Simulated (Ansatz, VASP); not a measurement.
Al2Pt: VASP beside Ansatz

The input INCAR:

```
ALGO = Normal
EDIFF = 1E-7
ENCUT = 520
GGA = PE
ISIF = 2
ISMEAR = 0
LASPH = True
LCHARG = False
LREAL = False
LWAVE = False
NBANDS = 15
NELM = 80
PREC = Accurate
SIGMA = 0.1
```

File KPOINTS:

```
k-points
0
Gamma
  12 12 12
```

Contents of POSCAR:

```
Al2Pt
1.0
    0.0000000000      2.9550000000      2.9550000000
    2.9550000000      0.0000000000      2.9550000000
    2.9550000000      2.9550000000      0.0000000000
Al Pt
2 1
Direct
    0.2500000000      0.2500000000      0.2500000000
    0.7500000000      0.7500000000      0.7500000000
    0.0000000000      0.0000000000      0.0000000000
```

Input for Ansatz:

```yaml
crystal:
  lattice:
    - [0.0, 2.955, 2.955]
    - [2.955, 0.0, 2.955]
    - [2.955, 2.955, 0.0]
  atoms:
    - { symbol: Al, position: [0.25, 0.25, 0.25] }
    - { symbol: Al, position: [0.75, 0.75, 0.75] }
    - { symbol: Pt, position: [0.0, 0.0, 0.0] }
basis:
  ecutwfc: 420
kpoints:
  mp_grid: { grid: [12, 12, 12] }
hamiltonian:
  xc: pbe
scf:
  occupations: { method: gaussian, width: 0.1 }
output:
  forces: true
  stress: true
  eigenvalues: true
  populations: true
  write_density: true
  write_potential: true
  elf: true
  volumetric_format: npy
```

Alike in both runs: task single point; functional PBE; k mesh 12 × 12 × 12; occupations gaussian, width 0.1 eV; no spin polarisation.

```csv
,VASP,Ansatz
version,VASP 6.6.1,Ansatz 0.2.0
potentials or method,"VASP PAW PBE potentials, release 64 (Al, Pt), cutoff 520 eV","scalar-relativistic, plane waves, PAW"
valence electrons in the cell,16,24
```

|  | VASP | Ansatz | Ansatz less VASP |
| --- | --- | --- | --- |
| gap on the k mesh at the Fermi level (eV) | none | none | - |
| pressure (GPa) | 2.3 | 2.5 | +0.16 |

A gap of «none» marks a metal or a gap that the smearing closes. The functional is the same, so the differences come from potentials, cutoffs and numerics. VASP's potentials hold 16 valence electrons a cell and Ansatz's 24, so a difference there can come from the potentials and not from the codes.

Neither program's run includes spin-orbit coupling.
